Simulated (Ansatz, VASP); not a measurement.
# Sb: VASP beside Ansatz

File INCAR:

```
SYSTEM = Sb
  PREC = Accurate
  ENCUT = 520
  EDIFF = 1E-6
  ISMEAR = -1
  SIGMA = 0.05
  LREAL = .FALSE.
  LASPH = .TRUE.
  NELM = 80
  ALGO = Normal
  ISIF = 2
  LWAVE = .FALSE.
  LCHARG = .FALSE.
  GGA = PS
  NBANDS = 12
```

KPOINTS

```
Automatic mesh
0
G
  9 9 9
  0 0 0
```

File POSCAR:

```
Sb
1.0
    2.2004568288      1.3005956839      3.7779225001
   -2.1007438352      1.2575836773      3.7349104935
    0.0126070064     -2.4458593611      3.7191670064
Sb
2
Direct
    0.2336400000      0.2336400000      0.2336400000
    0.7663600000      0.7663600000      0.7663600000
```

Input for Ansatz:

```yaml
crystal:
  lattice:
    - [2.2004568288, 1.3005956839, 3.7779225001]
    - [-2.1007438352, 1.2575836773, 3.7349104935]
    - [0.0126070064, -2.4458593611, 3.7191670064]
  atoms:
    - { symbol: Sb, position: [0.23364, 0.23364, 0.23364] }
    - { symbol: Sb, position: [0.76636, 0.76636, 0.76636] }
kpoints:
  mp_grid: { grid: [9, 9, 9] }
  band_path:
    path:
      - [0.0, 0.0, 0.0]
      - [-0.5, -0.5, -0.5]
      - [0.5, 0.0, 0.0]
      - [0.0, 0.0, 0.0]
      - [0.0, 0.0, 0.5]
      - [0.0, -0.5, 0.0]
      - [0.0, 0.0, 0.0]
      - [0.5, 0.0, 0.5]
      - [-0.5, -0.5, 0.0]
    npoints: 5
scf:
  occupations: { method: fermi_dirac, width: 0.05 }
hamiltonian:
  xc: pbesol
  pseudopotentials: { kind: all_electron, lapw: { basis_error: 0.0005 } }
output:
  forces: true
  stress: true
  eigenvalues: true
```

Change from the starting cell: equal xy, yz and zx shear strains of +2 %.

Alike in both runs: task single point; functional PBEsol; k mesh 9 × 9 × 9; occupations fermi-dirac, width 0.05 eV; no spin polarisation.

|  | VASP | Ansatz |
| --- | --- | --- |
| version | VASP 6.6.1 | Ansatz 0.2.0 |
| potentials or method | VASP PAW PBE potentials, release 64 (Sb), cutoff 520 eV | all-electron LAPW, scalar-relativistic |

Ansatz gave:

| Property | Result |
| --- | --- |
| pressure (GPa) | 0.4 |
| traceless stress, the component that is largest in VASP (GPa) | -1.17 |
| rms of the force components (eV/Å) | 0.104 |

Problem. Estimate VASP's values.

Solution. Pressure (GPa): 0.6; traceless stress, the component that is largest in VASP (GPa): -1.18; rms of the force components (eV/Å): 0.133.

VASP's potentials were made for PBE, not for PBEsol. Atom by atom the forces differ by 0.033 eV/Å (rms over components). Ansatz ran all-electron here, and VASP with PAW potentials.

Neither program's run includes spin-orbit coupling.
